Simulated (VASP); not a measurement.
# CaBr (P6_3mc) in VASP: settings compared

CaBr is run at these levels: PBE-based global hybrid with 10 % exact exchange, PBE-based global hybrid with 15 % exact exchange; tasks: single point.

Everything below comes from runs of VASP 6.6.1. Logs are shortened: lines on timing, memory, paths and dates and some standing lists are left out, and cuts for length are marked.

### 1 The cell of the first run

Symmetry: P6_3mc, No. 186, hexagonal system. Conventional cell: a = 4.084 Å, b = 4.084 Å, c = 9.672 Å, α = 90.00°, β = 90.00°, γ = 120.00°. Within 3.9 Å of Br (site symmetry 3m) lie 4 Ca at 2.96 to 3.01 Å. Within 3.9 Å of Ca (site symmetry 3m) lie 4 Br at 2.96 to 3.01 Å.

### 2 Single point, PBE-based global hybrid with 10 % exact exchange

POSCAR reads:

```
CaBr
1.0
    4.0841480343      0.0000000000      0.0000000000
   -2.0420740171      3.5369759505      0.0000000000
    0.0000000000      0.0000000000      9.6721260000
Br Ca
2 2
Direct
    0.6666666667      0.3333333333      0.5344880000
    0.3333333333      0.6666666667      0.0344880000
    0.6666666667      0.3333333333      0.8405120000
    0.3333333333      0.6666666667      0.3405120000
```

INCAR.step1 reads:

```
PREC = Accurate
ENCUT = 400
EDIFF = 1E-5
ISMEAR = -1
SIGMA = 0.05
LREAL = False
LASPH = True
NELM = 120
ALGO = Normal
ISIF = 2
LWAVE = True
LCHARG = False
GGA = PE
NBANDS = 25
GGA_COMPAT = False
```

INCAR.step2 reads:

```
PREC = Accurate
ENCUT = 400
EDIFF = 1E-6
ISMEAR = -1
SIGMA = 0.05
LREAL = False
LASPH = True
NELM = 120
ALGO = Normal
ISIF = 2
LWAVE = False
LCHARG = False
GGA = PE
LHFCALC = True
AEXX = 0.1
PRECFOCK = Normal
ISTART = 1
NBANDS = 25
GGA_COMPAT = False
```

KPOINTS reads:

```
regular mesh
0
Gamma
  4 4 2
```

Potentials or basis: VASP PAW PBE potentials, release 64 (Br, Ca_sv).

On the command line:

```sh
> cat potpaw_PBE.64/Br/POTCAR potpaw_PBE.64/Ca_sv/POTCAR > POTCAR
> cp INCAR.step1 INCAR
> mpirun -np 1 vasp_std > vasp.out
> cp INCAR.step2 INCAR
> mpirun -np 1 vasp_std > vasp.out
```

OUTCAR:

```text
PREC = Accurate
   ENCUT = 400
   EDIFF = 1E-6
   ISMEAR = -1
   LREAL = False
   LASPH = True
   NELM = 120
   ISIF = 2
   GGA = PE
   LHFCALC = True
   AEXX = 0.1
   PRECFOCK = Normal
   ISTART = 1

 ion  position               nearest neighbor table
   1  0.667  0.333  0.534-   3 2.96
   2  0.333  0.667  0.034-   4 2.96
   3  0.667  0.333  0.841-   1 2.96
   4  0.333  0.667  0.341-   2 2.96

  LATTYP: Found a hexagonal cell.
 ALAT       =     4.0841480343
 C/A-ratio  =     2.3682114161

  Lattice vectors:

 A1 = (   4.0841480343,   0.0000000000,   0.0000000000)
 A2 = (  -2.0420740171,   3.5369759505,   0.0000000000)
 A3 = (   0.0000000000,   0.0000000000,   9.6721260000)

Analysis of symmetry for initial positions (statically):
=====================================================================
 Subroutine PRICEL returns:
 Original cell was already a primitive cell.

 Routine SETGRP: Setting up the symmetry group for a
 hexagonal supercell.

 Subroutine GETGRP returns: Found 12 space group operations
 (whereof  6 operations were pure point group operations)
 out of a pool of 24 trial point group operations.

The static configuration has the point symmetry C_3v.
 The point group associated with its full space group is C_6v.

Analysis of symmetry for dynamics (positions and initial velocities):
=====================================================================
 Subroutine PRICEL returns:
 Original cell was already a primitive cell.

 Routine SETGRP: Setting up the symmetry group for a
 hexagonal supercell.

 Subroutine GETGRP returns: Found 12 space group operations
 (whereof  6 operations were pure point group operations)
 out of a pool of 24 trial point group operations.

The dynamic configuration has the point symmetry C_3v.
 The point group associated with its full space group is C_6v.

 Subroutine INISYM returns: Found 12 space group operations
 (whereof  6 operations are pure point group operations),
 and found     1 'primitive' translations

----------------------------------------------------------------------------------------

                                     Primitive cell

  volume of cell :     139.7190

  direct lattice vectors                    reciprocal lattice vectors
     4.084148034  0.000000000  0.000000000     0.244849107  0.141363698  0.000000000
    -2.042074017  3.536975951  0.000000000     0.000000000  0.282727396  0.000000000
     0.000000000  0.000000000  9.672126000     0.000000000  0.000000000  0.103389886

  length of vectors
     4.084148034  4.084148034  9.672126000     0.282727396  0.282727396  0.103389886

  position of ions in fractional coordinates (direct lattice)
     0.666666667  0.333333333  0.534488000
     0.333333333  0.666666667  0.034488000
     0.666666667  0.333333333  0.840512000
     0.333333333  0.666666667  0.340512000

  ion indices of the primitive-cell ions
   primitive index   ion index
                 1           1
                 2           2
                 3           3
                 4           4

----------------------------------------------------------------------------------------

 KPOINTS: regular mesh

Automatic generation of k-mesh.
 Grid dimensions read from file:
 generate k-points for:    4    4    2

 Generating k-lattice:

  Cartesian coordinates                     Fractional coordinates (reciprocal lattice)
     0.061212277  0.035340924  0.000000000     0.250000000  0.000000000  0.000000000
     0.000000000  0.070681849  0.000000000     0.000000000  0.250000000  0.000000000
     0.000000000  0.000000000  0.051694943     0.000000000  0.000000000  0.500000000

  Length of vectors
     0.070681849  0.070681849  0.051694943

  Shift w.r.t. Gamma in fractional coordinates (k-lattice)
     0.000000000  0.000000000  0.000000000

 Subroutine IBZKPT returns following result:
 ===========================================

 Found      8 irreducible k-points:

 Following reciprocal coordinates:
            Coordinates               Weight
  0.000000  0.000000  0.000000      1.000000
  0.250000  0.000000  0.000000      6.000000
  0.500000  0.000000  0.000000      3.000000
  0.250000  0.250000  0.000000      6.000000
  0.000000  0.000000  0.500000      1.000000
  0.250000  0.000000  0.500000      6.000000
  0.500000  0.000000  0.500000      3.000000
  0.250000  0.250000  0.500000      6.000000
   k-points           NKPTS =      8   k-points in BZ     NKDIM =     32   number of bands    NBANDS=     25
   number of dos      NEDOS =    301   number of ions     NIONS =      4
   total plane-waves  NPLWV =  50176
   dimension x,y,z NGX =    28 NGY =   28 NGZ =   64
   dimension x,y,z NGXF=    56 NGYF=   56 NGZF=  128
   ions per type =               2   2
   NGX,Y,Z   is equivalent  to a cutoff of  11.40, 11.40, 11.00 a.u.
   NGXF,Y,Z  is equivalent  to a cutoff of  22.79, 22.79, 22.00 a.u.
 SYSTEM =  unknown system
   PREC   = accura    normal or accurate (medium, high low for compatibility)
   ISTART =      1    job   : 0-new  1-cont  2-samecut
   ICHARG =      0    charge: 1-file 2-atom 10-const
   ISPIN  =      1    spin polarized calculation?
   LNONCOLLINEAR =      F non collinear calculations
   LSORBIT =      F    spin-orbit coupling
   LASPH  =      T    aspherical Exc in radial PAW
   ENCUT  =  400.0 eV  29.40 Ry    5.42 a.u.   6.66  6.66 15.77*2*pi/ulx,y,z
   NELM   =    120;   NELMIN=  2; NELMDL=  0     # of ELM steps
   EDIFF  = 0.1E-05   stopping-criterion for ELM
   LREAL  =      F    real-space projection
   EDIFFG = 0.1E-04   stopping-criterion for IOM
   NSW    =      0    number of steps for IOM
   IBRION =     -1    ionic relax: 0-MD 1-quasi-New 2-CG
   NFREE  =      0    steps in history (QN), initial steepest desc. (CG)
   ISIF   =      2    stress and relaxation
   ISYM   =      3    0-nonsym 1-usesym 2-fastsym
   POTIM  = 0.5000    time-step for ionic-motion
   TEBEG  =    0.0;   TEEND  =   0.0 temperature during run
   PSTRESS=    0.0 pullay stress
   NELECT =      34.0000    total number of electrons
   NUPDOWN=      -1.0000    fix difference up-down
   EMIN   =  10.00;   EMAX   =-10.00  energy-range for DOS
   EFERMI =   0.00;   METHOD = LEGACY
   ISMEAR =    -1;   SIGMA  =   0.05  broadening in eV -4-tet -1-fermi 0-gaus
   EFERMI_NEDOS =   21; number of points for ismear=-14 and -15
   IALGO  =     38    algorithm
   IMIX   =      1    mixing-type and parameters
     AMIX     =   0.40;   BMIX     =  1.00
     AMIX_MAG =   1.60;   BMIX_MAG =  1.00
  volume/ion in A,a.u.               =      34.93       235.72
  Fermi-wavevector in a.u.,A,eV,Ry     =   1.022075  1.931441 14.213144  1.044637
  Thomas-Fermi vector in A             =   2.155734
   LORBIT       =      0    0 simple, 1 ext, 2 COOP (PROOUT), +10 PAW based schemes
   GGA     = PE    functional components
   LHFCALC =     T    Hartree Fock is set to
   PRECFOCK=normal    Normal, Fast or Accurate (Low or Medium for compatibility)
   ENCUT4O =  -1.0   cutoff for four orbital integrals eV
   NKREDX  =     1    reduce k-point grid by
   NKREDY  =     1    reduce k-point grid by
   NKREDZ  =     1    reduce k-point grid by
   AEXX    =    0.1000 exact exchange contribution
   HFSCREEN=    0.0000 screening length (either q_TF or 0.3 A-1)
   HFSCREENC=   0.0000 screening length for correlation (either q_TF or 0.3 A-1)
   ENCUTFOCK=  -1.0 apply spherical cutoff to Coloumb kernel
   IVDW    =     0    specifies the selected vdW correction
   LEPSILON=     F    determine dielectric tensor
   LRPA    =     F    only Hartree local field effects (RPA)
 non-spin polarized calculation
  energy-cutoff  :      400.00
  volume of cell :      139.72
 maximum number of plane-waves:      2587
 NGX is ok and might be reduce to    28
  NGX = 20; NGY = 20; NGZ = 48

 number of electron      34.0000011 magnetization

 Free energy of the ion-electron system (eV)
  ---------------------------------------------------
  ext. energy  EPLUGINS =         0.00000000
  ---------------------------------------------------
  free energy    TOTEN  =       -12.83925394 eV

  energy without entropy =      -12.82419691  energy(sigma->0) =      -12.83172543

 E-fermi :   3.3378     XC(G=0):  -7.3111

 val. band max:        3.2056372489   @ k =   0.5000   0.0000   0.0000
 cond. band min:       3.4317442629   @ k =   0.5000   0.0000   0.5000
 fundamental gap:      0.2261070140
 Fermi energy:         3.3377787824

 k-point     1 :       0.0000    0.0000    0.0000
  band No.  band energies     occupation
      1     -41.0535      2.00000
      2     -41.0533      2.00000
      3     -21.4757      2.00000
      4     -21.4461      2.00000
      5     -21.4376      2.00000
      6     -21.4376      2.00000
[... 17 lines left out ...]
     24       5.9142      0.00000
     25       6.1459      0.00000

 k-point     2 :       0.2500    0.0000    0.0000
  band No.  band energies     occupation
      1     -41.0507      2.00000
      2     -41.0505      2.00000
      3     -21.4840      2.00000
      4     -21.4796      2.00000
      5     -21.4569      2.00000
      6     -21.4467      2.00000
[... 17 lines left out ...]
     24       6.1830      0.00000
     25       6.2757      0.00000

 k-point     3 :       0.5000    0.0000    0.0000
  band No.  band energies     occupation
      1     -41.0479      2.00000
      2     -41.0478      2.00000
      3     -21.5217      2.00000
      4     -21.5201      2.00000
      5     -21.4556      2.00000
      6     -21.4543      2.00000
[... 17 lines left out ...]
     24       6.9101      0.00000
     25       7.0247      0.00000

 k-point     4 :       0.2500    0.2500    0.0000
  band No.  band energies     occupation
      1     -41.0479      2.00000
      2     -41.0478      2.00000
      3     -21.5059      2.00000
      4     -21.5051      2.00000
      5     -21.4714      2.00000
      6     -21.4707      2.00000
[... 17 lines left out ...]
     24       6.7881      0.00000
     25       6.8465      0.00000

 k-point     5 :       0.0000    0.0000    0.5000
  band No.  band energies     occupation
      1     -41.0533      2.00000
      2     -41.0533      2.00000
      3     -21.4610      2.00000
      4     -21.4610      2.00000
      5     -21.4373      2.00000
      6     -21.4373      2.00000
[... 17 lines left out ...]
     24       5.5883      0.00000
     25       6.4181      0.00000

 k-point     6 :       0.2500    0.0000    0.5000
  band No.  band energies     occupation
      1     -41.0506      2.00000
      2     -41.0506      2.00000
      3     -21.4815      2.00000
      4     -21.4815      2.00000
      5     -21.4483      2.00000
      6     -21.4483      2.00000
[... 17 lines left out ...]
     24       6.0276      0.00000
     25       6.6406      0.00000

 k-point     7 :       0.5000    0.0000    0.5000
  band No.  band energies     occupation
      1     -41.0479      2.00000
      2     -41.0479      2.00000
      3     -21.5210      2.00000
      4     -21.5210      2.00000
      5     -21.4550      2.00000
      6     -21.4550      2.00000
[... 17 lines left out ...]
     24       6.4519      0.00000
     25       7.0333      0.00000

 k-point     8 :       0.2500    0.2500    0.5000
  band No.  band energies     occupation
      1     -41.0479      2.00000
      2     -41.0479      2.00000
      3     -21.5057      2.00000
      4     -21.5057      2.00000
      5     -21.4711      2.00000
      6     -21.4711      2.00000
[... 17 lines left out ...]
     24       6.4408      0.00000
     25       6.9608      0.00000

------------------------ aborting loop because EDIFF is reached ----------------------------------------

  FORCE on cell =-STRESS in cart. coord.  units (eV):
  Direction    XX          YY          ZZ          XY          YZ          ZX
  --------------------------------------------------------------------------------------
  -------------------------------------------------------------------------------------
  Total        0.2135314      0.2135314      1.1474044      0.0000000      0.0000000      0.0000000
  in kB        2.4485939      2.4485939     13.1574455      0.0000000      0.0000000      0.0000000
  external PRESSURE =       6.0182111 kB  Pullay stress =       0.0000000 kB

 VOLUME and BASIS-vectors are now :
 -----------------------------------------------------------------------------
  energy-cutoff  :      400.00
  volume of cell :      139.72
      direct lattice vectors                 reciprocal lattice vectors
     4.084148034  0.000000000  0.000000000     0.244849107  0.141363698  0.000000000
    -2.042074017  3.536975951  0.000000000     0.000000000  0.282727396  0.000000000
     0.000000000  0.000000000  9.672126000     0.000000000  0.000000000  0.103389886

 POSITION                                       TOTAL-FORCE (eV/Angst)
 -----------------------------------------------------------------------------------
      2.04207      1.17899      5.16964        -0.000000      0.000000      0.174917
     -0.00000      2.35798      0.33357         0.000000     -0.000000      0.174917
      2.04207      1.17899      8.12954        -0.000000      0.000000     -0.174917
     -0.00000      2.35798      3.29347         0.000000     -0.000000     -0.174917
 -----------------------------------------------------------------------------------
    total drift:                                0.000009      0.000002      0.000177

  FREE ENERGIE OF THE ION-ELECTRON SYSTEM (eV)
  ---------------------------------------------------
  free  energy   TOTEN  =       -12.8392539429 eV

  energy  without entropy=      -12.8241969090  energy(sigma->0) =      -12.83172543
```

Run time: 17 min. Hardware: 1 thread of AMD EPYC 7R43 (Zen 3), shared host; peak memory 0.2 GiB.

What came out:

```yaml
Free_energy: -12.8393 eV
Pressure: 0.6 GPa
Largest_force: 0.175 eV/Å
Band_gap_on_the_k_mesh: zero (bands 17 and 18 overlap by 1.60 eV)
```

Forces in eV/Å, atoms in the order of the input:
```
Br   0.000  0.000  0.175
Br   0.000  0.000  0.175
Ca   0.000  0.000 -0.175
Ca   0.000  0.000 -0.175
```

Caveat: the k points lie up to 0.44 Å⁻¹ apart, too coarse for converged energies and pressures of a metal; the PAW data sets were made with another functional, which shifts forces and pressure a little.

### 3 Single point, PBE-based global hybrid with 15 % exact exchange

POSCAR is that of step 2.

INCAR.step1 reads:

```
SYSTEM = CaBr
  PREC = Accurate
  ENCUT = 400
  EDIFF = 1E-5
  ISMEAR = -1
  SIGMA = 0.05
  LREAL = .FALSE.
  LASPH = .TRUE.
  NELM = 120
  ALGO = Normal
  ISIF = 2
  LWAVE = .TRUE.
  LCHARG = .FALSE.
  GGA = PE
  NBANDS = 25
  GGA_COMPAT = .FALSE.
```

INCAR.step2 reads:

```
SYSTEM = CaBr
  PREC = Accurate
  ENCUT = 400
  EDIFF = 1E-6
  ISMEAR = -1
  SIGMA = 0.05
  LREAL = .FALSE.
  LASPH = .TRUE.
  NELM = 120
  ALGO = Normal
  ISIF = 2
  LWAVE = .FALSE.
  LCHARG = .FALSE.
  GGA = PE
  LHFCALC = .TRUE.
  AEXX = 0.15
  PRECFOCK = Normal
  ISTART = 1
  NBANDS = 25
  GGA_COMPAT = .FALSE.
```

KPOINTS reads:

```
Automatic mesh
0
G
  4 4 2
  0 0 0
```

Potentials or basis: VASP PAW PBE potentials, release 64 (Br, Ca_sv).

On the command line:

```sh
> cat potpaw_PBE.64/Br/POTCAR potpaw_PBE.64/Ca_sv/POTCAR > POTCAR
> cp INCAR.step1 INCAR
> mpirun -np 1 vasp_std > vasp.out
> cp INCAR.step2 INCAR
> mpirun -np 1 vasp_std > vasp.out
```

It took 17 min on 1 thread of AMD EPYC 7R43 (Zen 3), shared host; peak memory 0.2 GiB.

It converged, with:

* Free energy: -13.2501 eV
* Pressure: 0.6 GPa
* Largest force: 0.170 eV/Å
* Band gap on the k mesh: zero (bands 17 and 18 overlap by 1.83 eV)

Forces on the atoms (eV/Å):
```
Br   0.000  0.000  0.170
Br   0.000  0.000  0.170
Ca   0.000  0.000 -0.170
Ca   0.000  0.000 -0.170
```

Stress tensor (GPa, compression positive):
```
0.22 0.00 0.00
0.00 0.22 0.00
0.00 0.00 1.33
```

Levels at points of the mesh, in eV from the Fermi level:
| k point | band 14 | band 15 | band 16 | band 17 | band 18 | band 19 | band 20 | band 21 |
| --- | --- | --- | --- | --- | --- | --- | --- | --- |
| (0.00, 0.00, 0.00) | -5.20 | -5.12 | -5.12 | -2.47 | -0.60 | 2.13 | 2.28 | 2.28 |
| (0.50, 0.00, 0.00) | -6.29 | -5.59 | -5.48 | -0.24 | 0.34 | 1.08 | 1.17 | 2.29 |
| (0.00, 0.00, 0.50) | -5.16 | -5.16 | -5.16 | -1.55 | -1.55 | 2.11 | 2.11 | 2.40 |
| (0.50, 0.00, 0.50) | -6.36 | -5.54 | -5.54 | 0.11 | 0.11 | 1.19 | 1.19 | 2.68 |

Caveat: the k points lie up to 0.44 Å⁻¹ apart, too coarse for converged energies and pressures of a metal; the PAW data sets were made with another functional, which shifts forces and pressure a little.
